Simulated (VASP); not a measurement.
# KCl (Fm-3m) in VASP: notebook

Aim: see how the results for KCl move with the level of theory and the settings. Levels: PBEsol, r2SCAN. Tasks: single point.

Program: VASP 6.6.1. These are calculated values, not measurements. Logs are shortened: lines on timing, memory, paths and dates and some standing lists are left out, and cuts for length are marked.

## Step 1: The cell of the first run

The structure is cubic, space group Fm-3m (No. 225). The conventional cell has a = 6.244 Å, b = 6.244 Å, c = 6.244 Å, α = 90.00°, β = 90.00°, γ = 90.00°. Within 4.1 Å of K (site symmetry m-3m) lie 6 Cl at 3.12 Å. Cl (site symmetry m-3m) has 6 K at 3.12 Å within 4.1 Å.

## Step 2: Single point, PBEsol

INCAR reads:

```
PREC = Accurate ; ENCUT = 500
EDIFF = 1E-6 ; ISMEAR = -1
SIGMA = 0.05 ; LREAL = F
LASPH = T ; NELM = 120
ALGO = Normal ; ISIF = 2
LWAVE = F ; LCHARG = F
GGA = PS ; NBANDS = 15
GGA_COMPAT = F
```

KPOINTS reads:

```
Automatic mesh
0
Gamma
  7 7 7
```

POSCAR reads:

```
KCl
1.0
    0.0000000000      3.1218170000      3.1218170000
    3.1218170000      0.0000000000      3.1218170000
    3.1218170000      3.1218170000      0.0000000000
K Cl
1 1
Direct
    0.0000000000      0.0000000000      0.0000000000
    0.5000000000      0.5000000000      0.5000000000
```

Potentials or basis: VASP PAW PBE potentials, release 64 (K_sv, Cl).

On the command line:

```bash
cat potpaw_PBE.64/K_sv/POTCAR potpaw_PBE.64/Cl/POTCAR > POTCAR
mpirun -np 1 vasp_std > vasp.out
```

OUTCAR:

```text
PREC = Accurate
   ENCUT = 500
   EDIFF = 1E-6
   ISMEAR = -1
   LREAL = F
   LASPH = T
   NELM = 120
   ISIF = 2
   GGA = PS

 ion  position               nearest neighbor table
   1  0.000  0.000  0.000-   2 3.12   2 3.12   2 3.12   2 3.12   2 3.12   2 3.12
   2  0.500  0.500  0.500-   1 3.12   1 3.12   1 3.12   1 3.12   1 3.12   1 3.12

  LATTYP: Found a face centered cubic cell.
 ALAT       =     6.2436340000

  Lattice vectors:

 A1 = (   0.0000000000,   3.1218170000,   3.1218170000)
 A2 = (   3.1218170000,   0.0000000000,   3.1218170000)
 A3 = (   3.1218170000,   3.1218170000,   0.0000000000)

Analysis of symmetry for initial positions (statically):
=====================================================================
 Subroutine PRICEL returns:
 Original cell was already a primitive cell.

 Routine SETGRP: Setting up the symmetry group for a
 face centered cubic supercell.

 Subroutine GETGRP returns: Found 48 space group operations
 (whereof 48 operations were pure point group operations)
 out of a pool of 48 trial point group operations.

The static configuration has the point symmetry O_h .

Analysis of symmetry for dynamics (positions and initial velocities):
=====================================================================
 Subroutine PRICEL returns:
 Original cell was already a primitive cell.

 Routine SETGRP: Setting up the symmetry group for a
 face centered cubic supercell.

 Subroutine GETGRP returns: Found 48 space group operations
 (whereof 48 operations were pure point group operations)
 out of a pool of 48 trial point group operations.

The dynamic configuration has the point symmetry O_h .

 Subroutine INISYM returns: Found 48 space group operations
 (whereof 48 operations are pure point group operations),
 and found     1 'primitive' translations

----------------------------------------------------------------------------------------

                                     Primitive cell

  volume of cell :      60.8488

  direct lattice vectors                    reciprocal lattice vectors
     0.000000000  3.121817000  3.121817000    -0.160163136  0.160163136  0.160163136
     3.121817000  0.000000000  3.121817000     0.160163136 -0.160163136  0.160163136
     3.121817000  3.121817000  0.000000000     0.160163136  0.160163136 -0.160163136

  length of vectors
     4.414915941  4.414915941  4.414915941     0.277410689  0.277410689  0.277410689

  position of ions in fractional coordinates (direct lattice)
     0.000000000  0.000000000  0.000000000
     0.500000000  0.500000000  0.500000000

  ion indices of the primitive-cell ions
   primitive index   ion index
                 1           1
                 2           2

----------------------------------------------------------------------------------------

 KPOINTS: Automatic mesh

Automatic generation of k-mesh.
 Grid dimensions read from file:
 generate k-points for:    7    7    7

 Generating k-lattice:

  Cartesian coordinates                     Fractional coordinates (reciprocal lattice)
    -0.022880448  0.022880448  0.022880448     0.142857143  0.000000000  0.000000000
     0.022880448 -0.022880448  0.022880448     0.000000000  0.142857143  0.000000000
     0.022880448  0.022880448 -0.022880448     0.000000000  0.000000000  0.142857143

  Length of vectors
     0.039630098  0.039630098  0.039630098

  Shift w.r.t. Gamma in fractional coordinates (k-lattice)
     0.000000000  0.000000000  0.000000000

 Subroutine IBZKPT returns following result:
 ===========================================

 Found     20 irreducible k-points:

 Following reciprocal coordinates:
            Coordinates               Weight
  0.000000  0.000000  0.000000      1.000000
  0.142857  0.000000  0.000000      8.000000
  0.285714  0.000000  0.000000      8.000000
  0.428571  0.000000  0.000000      8.000000
  0.142857  0.142857  0.000000      6.000000
  0.285714  0.142857  0.000000     24.000000
[... 12 lines left out ...]
 -0.428571  0.428571  0.142857     24.000000
 -0.285714  0.428571  0.142857     24.000000
   k-points           NKPTS =     20   k-points in BZ     NKDIM =     20   number of bands    NBANDS=     15
   number of dos      NEDOS =    301   number of ions     NIONS =      2
   total plane-waves  NPLWV =  32768
   dimension x,y,z NGX =    32 NGY =   32 NGZ =   32
   dimension x,y,z NGXF=    64 NGYF=   64 NGZF=   64
   ions per type =               1   1
   NGX,Y,Z   is equivalent  to a cutoff of  12.05, 12.05, 12.05 a.u.
   NGXF,Y,Z  is equivalent  to a cutoff of  24.10, 24.10, 24.10 a.u.
 SYSTEM =  unknown system
   PREC   = accura    normal or accurate (medium, high low for compatibility)
   ISTART =      0    job   : 0-new  1-cont  2-samecut
   ICHARG =      2    charge: 1-file 2-atom 10-const
   ISPIN  =      1    spin polarized calculation?
   LNONCOLLINEAR =      F non collinear calculations
   LSORBIT =      F    spin-orbit coupling
   LASPH  =      T    aspherical Exc in radial PAW
   ENCUT  =  500.0 eV  36.75 Ry    6.06 a.u.   8.05  8.05  8.05*2*pi/ulx,y,z
   NELM   =    120;   NELMIN=  2; NELMDL= -5     # of ELM steps
   EDIFF  = 0.1E-05   stopping-criterion for ELM
   LREAL  =      F    real-space projection
   EDIFFG = 0.1E-04   stopping-criterion for IOM
   NSW    =      0    number of steps for IOM
   IBRION =     -1    ionic relax: 0-MD 1-quasi-New 2-CG
   NFREE  =      0    steps in history (QN), initial steepest desc. (CG)
   ISIF   =      2    stress and relaxation
   ISYM   =      2    0-nonsym 1-usesym 2-fastsym
   POTIM  = 0.5000    time-step for ionic-motion
   TEBEG  =    0.0;   TEEND  =   0.0 temperature during run
   PSTRESS=    0.0 pullay stress
   NELECT =      16.0000    total number of electrons
   NUPDOWN=      -1.0000    fix difference up-down
   EMIN   =  10.00;   EMAX   =-10.00  energy-range for DOS
   EFERMI =   0.00;   METHOD = LEGACY
   ISMEAR =    -1;   SIGMA  =   0.05  broadening in eV -4-tet -1-fermi 0-gaus
   EFERMI_NEDOS =   21; number of points for ismear=-14 and -15
   IALGO  =     38    algorithm
   IMIX   =      4    mixing-type and parameters
     AMIX     =   0.40;   BMIX     =  1.00
     AMIX_MAG =   1.60;   BMIX_MAG =  1.00
  volume/ion in A,a.u.               =      30.42       205.31
  Fermi-wavevector in a.u.,A,eV,Ry     =   1.048811  1.981966 14.966480  1.100005
  Thomas-Fermi vector in A             =   2.183748
   LORBIT       =      0    0 simple, 1 ext, 2 COOP (PROOUT), +10 PAW based schemes
   GGA     = PS    functional components
   LHFCALC =     F    Hartree Fock is set to
   AEXX    =    0.0000 exact exchange contribution
   IVDW    =     0    specifies the selected vdW correction
   LEPSILON=     F    determine dielectric tensor
   LRPA    =     F    only Hartree local field effects (RPA)
 non-spin polarized calculation
  energy-cutoff  :      500.00
  volume of cell :       60.85
 maximum number of plane-waves:      1564
   NGX = 17   NGY = 17   NGZ = 17

 number of electron      16.0000000 magnetization

 Free energy of the ion-electron system (eV)
  ---------------------------------------------------
  ext. energy  EPLUGINS =         0.00000000
  ---------------------------------------------------
  free energy    TOTEN  =        -7.02310644 eV

  energy without entropy =       -7.02310644  energy(sigma->0) =       -7.02310644

 E-fermi :  -0.7539     XC(G=0):  -7.8228

 val. band max:       -1.8112187027   @ k =   0.0000   0.0000   0.0000
 cond. band min:       3.2864230254   @ k =   0.0000   0.0000   0.0000
 fundamental gap:      5.0976417281
 Fermi energy:        -0.7538882596

 k-point     1 :       0.0000    0.0000    0.0000
  band No.  band energies     occupation
      1     -28.7993      2.00000
      2     -13.9304      2.00000
      3     -12.3262      2.00000
      4     -12.3262      2.00000
      5     -12.3262      2.00000
      6      -1.8112      2.00000
      7      -1.8112      2.00000
      8      -1.8112      2.00000
      9       3.2864      0.00000
     10       6.4912      0.00000
     11       6.4912      0.00000
     12       6.4912      0.00000
     13       7.3916      0.00000
     14       7.3916      0.00000
     15      11.0139      0.00000

 k-point     2 :       0.1429    0.0000    0.0000
  band No.  band energies     occupation
      1     -28.7969      2.00000
      2     -13.9707      2.00000
      3     -12.3282      2.00000
      4     -12.3282      2.00000
      5     -12.2751      2.00000
      6      -2.0720      2.00000
      7      -1.8822      2.00000
      8      -1.8822      2.00000
      9       3.7840      0.00000
     10       6.3373      0.00000
     11       6.7544      0.00000
     12       6.7544      0.00000
     13       7.6814      0.00000
     14       7.6814      0.00000
     15      11.7912      0.00000

 k-point     3 :       0.2857    0.0000    0.0000
  band No.  band energies     occupation
      1     -28.7916      2.00000
      2     -14.0536      2.00000
      3     -12.3325      2.00000
      4     -12.3325      2.00000
      5     -12.1671      2.00000
      6      -2.5621      2.00000
      7      -2.0338      2.00000
      8      -2.0338      2.00000
      9       4.8489      0.00000
     10       6.2983      0.00000
     11       7.4908      0.00000
     12       7.4908      0.00000
     13       8.4536      0.00000
     14       8.4536      0.00000
     15      11.5544      0.00000

 k-point     4 :       0.4286    0.0000    0.0000
  band No.  band energies     occupation
      1     -28.7874      2.00000
      2     -14.1141      2.00000
      3     -12.3360      2.00000
      4     -12.3360      2.00000
      5     -12.0859      2.00000
      6      -2.8948      2.00000
      7      -2.1486      2.00000
      8      -2.1486      2.00000
      9       5.5880      0.00000
     10       6.6688      0.00000
     11       8.4856      0.00000
     12       8.4856      0.00000
     13       9.3477      0.00000
     14       9.3477      0.00000
     15      10.5865      0.00000
[... 235 lines left out ...]
 k-point    18 :      -0.4286    0.2857    0.1429
  band No.  band energies     occupation
      1     -28.7849      2.00000
      2     -14.0076      2.00000
      3     -12.3988      2.00000
      4     -12.3697      2.00000
      5     -12.1908      2.00000
      6      -2.6517      2.00000
      7      -2.2301      2.00000
      8      -2.1637      2.00000
      9       5.8790      0.00000
     10       6.3180      0.00000
     11       8.0012      0.00000
     12       8.5781      0.00000
     13       9.1033      0.00000
     14       9.6236      0.00000
     15      10.1586      0.00000

 k-point    19 :      -0.4286    0.4286    0.1429
  band No.  band energies     occupation
      1     -28.7837      2.00000
      2     -13.9099      2.00000
      3     -12.4399      2.00000
      4     -12.4049      2.00000
      5     -12.2828      2.00000
      6      -2.4945      2.00000
      7      -2.1933      2.00000
      8      -2.1459      2.00000
      9       5.1842      0.00000
     10       6.6642      0.00000
     11       7.7025      0.00000
     12       8.6910      0.00000
     13       8.9206      0.00000
     14       9.7585      0.00000
     15      10.2756      0.00000

 k-point    20 :      -0.2857    0.4286    0.1429
  band No.  band energies     occupation
      1     -28.7833      2.00000
      2     -13.9386      2.00000
      3     -12.4460      2.00000
      4     -12.4051      2.00000
      5     -12.2323      2.00000
      6      -2.4321      2.00000
      7      -2.3448      2.00000
      8      -2.1995      2.00000
      9       5.8121      0.00000
     10       6.5385      0.00000
     11       7.7256      0.00000
     12       8.1235      0.00000
     13       9.6317      0.00000
     14       9.7206      0.00000
     15      10.5780      0.00000

------------------------ aborting loop because EDIFF is reached ----------------------------------------

  FORCE on cell =-STRESS in cart. coord.  units (eV):
  Direction    XX          YY          ZZ          XY          YZ          ZX
  --------------------------------------------------------------------------------------
  -------------------------------------------------------------------------------------
  Total        0.0139580      0.0139580      0.0139580      0.0000000     -0.0000000      0.0000000
  in kB        0.3675211      0.3675211      0.3675211      0.0000000     -0.0000000      0.0000000
  external PRESSURE =       0.3675211 kB  Pullay stress =       0.0000000 kB

 VOLUME and BASIS-vectors are now :
 -----------------------------------------------------------------------------
  energy-cutoff  :      500.00
  volume of cell :       60.85
      direct lattice vectors                 reciprocal lattice vectors
     0.000000000  3.121817000  3.121817000    -0.160163136  0.160163136  0.160163136
     3.121817000  0.000000000  3.121817000     0.160163136 -0.160163136  0.160163136
     3.121817000  3.121817000  0.000000000     0.160163136  0.160163136 -0.160163136

 POSITION                                       TOTAL-FORCE (eV/Angst)
 -----------------------------------------------------------------------------------
      0.00000      0.00000      0.00000         0.000000     -0.000000      0.000000
      3.12182      3.12182      3.12182        -0.000000      0.000000     -0.000000
 -----------------------------------------------------------------------------------
    total drift:                                0.000000     -0.000000     -0.000000

  FREE ENERGIE OF THE ION-ELECTRON SYSTEM (eV)
  ---------------------------------------------------
  free  energy   TOTEN  =        -7.0231064440 eV

  energy  without entropy=       -7.0231064439  energy(sigma->0) =       -7.02310644
```

Wall time 26 s (1 thread of Intel Xeon 8259CL, shared host); peak memory 0.18 GiB.

What came out:

* Free energy: -7.0231 eV
* Pressure: 0.0 GPa
* Band gap on the k mesh: 5.10 eV, direct

Caveat: the PAW data sets were made with another functional, which shifts forces and pressure a little. A k mesh can miss the band edges.

## Step 3: Single point, r2SCAN

POSCAR is that of step 2.

INCAR.step1 reads:

```
SYSTEM = KCl
  ALGO = Normal
  EDIFF = 1E-5
  ENCUT = 550
  GGA = PE
  GGA_COMPAT = .FALSE.
  ISMEAR = -1
  LASPH = .TRUE.
  LCHARG = .FALSE.
  LREAL = .FALSE.
  LWAVE = .TRUE.
  NBANDS = 15
  NELM = 120
  PREC = Accurate
  SIGMA = 0.05
```

INCAR.step2 reads:

```
SYSTEM = KCl
  ALGO = Normal
  EDIFF = 1E-6
  ENCUT = 550
  GGA_COMPAT = .FALSE.
  ISIF = 2
  ISMEAR = -1
  ISTART = 1
  LASPH = .TRUE.
  LCHARG = .FALSE.
  LMIXTAU = .TRUE.
  LREAL = .FALSE.
  LWAVE = .FALSE.
  METAGGA = R2SCAN
  NBANDS = 15
  NELM = 120
  PREC = Accurate
  SIGMA = 0.05
```

KPOINTS reads:

```
k-points
0
G
  7 7 7
  0 0 0
```

Potentials or basis: VASP PAW PBE potentials, release 64 (K_sv, Cl).

On the command line:

```bash
cat potpaw_PBE.64/K_sv/POTCAR potpaw_PBE.64/Cl/POTCAR > POTCAR
cp INCAR.step1 INCAR
mpirun -np 1 vasp_std > vasp.out
cp INCAR.step2 INCAR
mpirun -np 1 vasp_std > vasp.out
```

OUTCAR:

```text
SYSTEM = KCl
   EDIFF = 1E-6
   ENCUT = 550
   ISIF = 2
   ISMEAR = -1
   ISTART = 1
   LASPH = .TRUE.
   LREAL = .FALSE.
   METAGGA = R2SCAN
   NELM = 120
   PREC = Accurate

 ion  position               nearest neighbor table
   1  0.000  0.000  0.000-   2 3.12   2 3.12   2 3.12   2 3.12   2 3.12   2 3.12
   2  0.500  0.500  0.500-   1 3.12   1 3.12   1 3.12   1 3.12   1 3.12   1 3.12

  LATTYP: Found a face centered cubic cell.
 ALAT       =     6.2436340000

  Lattice vectors:

[... 541 lines left out ...]

  FORCE on cell =-STRESS in cart. coord.  units (eV):
  Direction    XX          YY          ZZ          XY          YZ          ZX
  --------------------------------------------------------------------------------------
  -------------------------------------------------------------------------------------
  Total        0.1813906      0.1813906      0.1813906     -0.0000000     -0.0000000      0.0000000
  in kB        4.7760972      4.7760972      4.7760972     -0.0000000     -0.0000000      0.0000000
  external PRESSURE =       4.7760972 kB  Pullay stress =       0.0000000 kB

 VOLUME and BASIS-vectors are now :
 -----------------------------------------------------------------------------
  energy-cutoff  :      550.00
  volume of cell :       60.85
      direct lattice vectors                 reciprocal lattice vectors
     0.000000000  3.121817000  3.121817000    -0.160163136  0.160163136  0.160163136
     3.121817000  0.000000000  3.121817000     0.160163136 -0.160163136  0.160163136
     3.121817000  3.121817000  0.000000000     0.160163136  0.160163136 -0.160163136

 POSITION                                       TOTAL-FORCE (eV/Angst)
 -----------------------------------------------------------------------------------
      0.00000      0.00000      0.00000         0.000000      0.000000     -0.000000
      3.12182      3.12182      3.12182        -0.000000     -0.000000      0.000000
 -----------------------------------------------------------------------------------
    total drift:                                0.000000      0.000000      0.000000

  FREE ENERGIE OF THE ION-ELECTRON SYSTEM (eV)
  ---------------------------------------------------
  free  energy   TOTEN  =       -16.5046631245 eV

  energy  without entropy=      -16.5046631245  energy(sigma->0) =      -16.50466312
```

Wall time 2.9 min (1 thread of Intel Xeon 8259CL, shared host); peak memory 0.22 GiB.

Results:

```yaml
Free_energy: -16.5047 eV
Pressure: 0.5 GPa
Band_gap_on_the_k_mesh: 5.91 eV, direct
```

Levels at points of the mesh, in eV from the valence-band top:
| k point | band 5 | band 6 | band 7 | band 8 | band 9 | band 10 | band 11 | band 12 |
| --- | --- | --- | --- | --- | --- | --- | --- | --- |
| (0.00, 0.00, 0.00) | -10.90 | 0.00 | 0.00 | 0.00 | 5.91 | 9.04 | 9.04 | 9.04 |

Caveat: the PAW data sets were made with another functional, which shifts forces and pressure a little. A k mesh can miss the band edges.
